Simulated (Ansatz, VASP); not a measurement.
## Two plane-wave programs on SnO

The input INCAR:

```
PREC     = Accurate       # precision mode
ENCUT    = 520            # plane-wave cutoff, eV
EDIFF    = 1E-6           # SCF threshold, eV
ISMEAR   = 0              # smearing method
SIGMA    = 0.05           # smearing width, eV
LREAL    = F              # projectors in reciprocal space
LASPH    = T              # aspherical terms in the spheres
NELM     = 80             # most SCF steps
ALGO     = Normal         # electronic algorithm
ISIF     = 2              # what is computed and relaxed
LWAVE    = F              # write WAVECAR
LCHARG   = F              # write CHGCAR
GGA      = PE             # functional
NBANDS   = 28             # bands
```

File KPOINTS:

```
Automatic mesh
0
Gamma
  10 10 8
```

Contents of POSCAR:

```
SnO
1.0
    3.9705335846      0.0000000000      0.0000000000
    0.0000000000      3.9705335846      0.0000000000
    0.0000000000      0.0000000000      5.0679375214
Sn O
2 2
Direct
    0.0000000000      0.5000000000      0.2286909982
    0.5000000000      0.0000000000      0.7713090018
    0.0000000000      0.0000000000      0.0000000000
    0.5000000000      0.5000000000      0.0000000000
```

Input for Ansatz:

```yaml
crystal:
  lattice:
    - [3.9705335846, 0.0, 0.0]
    - [0.0, 3.9705335846, 0.0]
    - [0.0, 0.0, 5.0679375214]
  atoms:
    - { symbol: Sn, position: [0.0, 0.5, 0.2286909982] }
    - { symbol: Sn, position: [0.5, 0.0, 0.7713090018] }
    - { symbol: O, position: [0.0, 0.0, 0.0] }
    - { symbol: O, position: [0.5, 0.5, 0.0] }
basis:
  ecutwfc: 520.0
kpoints:
  mp_grid: { grid: [10, 10, 8] }
hamiltonian:
  xc: pbe
scf:
  occupations: { method: gaussian, width: 0.05 }
output:
  forces: true
  stress: true
  eigenvalues: true
```

Change from the starting cell: mode 4 frozen in at +0.000 Å, equal normal strain along x and y +0.0267.

Alike in both runs: task single point; functional PBE; k mesh 10 × 10 × 8; occupations gaussian, width 0.05 eV; no spin polarisation.

|  | VASP | Ansatz |
| --- | --- | --- |
| version | VASP 6.6.1 | Ansatz 0.2.0 |
| potentials or method | VASP PAW PBE potentials, release 64 (Sn_d, O), cutoff 520 eV | scalar-relativistic, plane waves, PAW |
| valence electrons in the cell | 40 | 40 |

Ansatz gave:

* gap on the k mesh at the Fermi level (eV): 0.73
* least direct gap on the mesh (eV): 1.90
* pressure (GPa): -4.1
* traceless stress, the component that is largest in VASP (GPa): 1.69
* rms of the force components (eV/Å): 0.209

What did VASP give for the same quantities?

gap on the k mesh at the Fermi level (eV): 0.74; least direct gap on the mesh (eV): 1.87; pressure (GPa): -3.9; traceless stress, the component that is largest in VASP (GPa): 1.68; rms of the force components (eV/Å): 0.180.

Atom by atom the forces differ by 0.029 eV/Å (rms over components).
